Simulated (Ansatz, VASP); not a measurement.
## RbBr: VASP beside Ansatz

```
Rb Br
1.0
     0.00000    3.72555    3.72555
     3.72555    0.00000    3.72555
     3.72555    3.72555    0.00000
Rb Br
1 1
Direct
  0.00000 0.00000 0.00000
  0.25000 0.25000 0.25000
```

Change from the starting cell: hydrostatic strain -3.7%.

Alike in both runs: task single point; functional r2SCAN; k mesh 6 × 6 × 6; no spin polarisation.

|  | VASP | Ansatz |
| --- | --- | --- |
| version | VASP 6.6.1 | Ansatz 0.2.0 |
| potentials or method | VASP PAW PBE potentials, release 64 (Rb_sv, Br) | plane waves, PAW |
| plane-wave cutoff (eV) | 520 | 500 |
| occupations | gaussian, width 0.01 eV | fixed |
| valence electrons in the cell | 16 | 16 |

|  | VASP | Ansatz | Ansatz less VASP |
| --- | --- | --- | --- |
| gap on the k mesh at the Fermi level (eV) | 4.77 | 4.77 | 0.000 |
| pressure (GPa) | 1.3 | 1.3 | -0.02 |

VASP's potentials were made for PBE, not for r2SCAN.
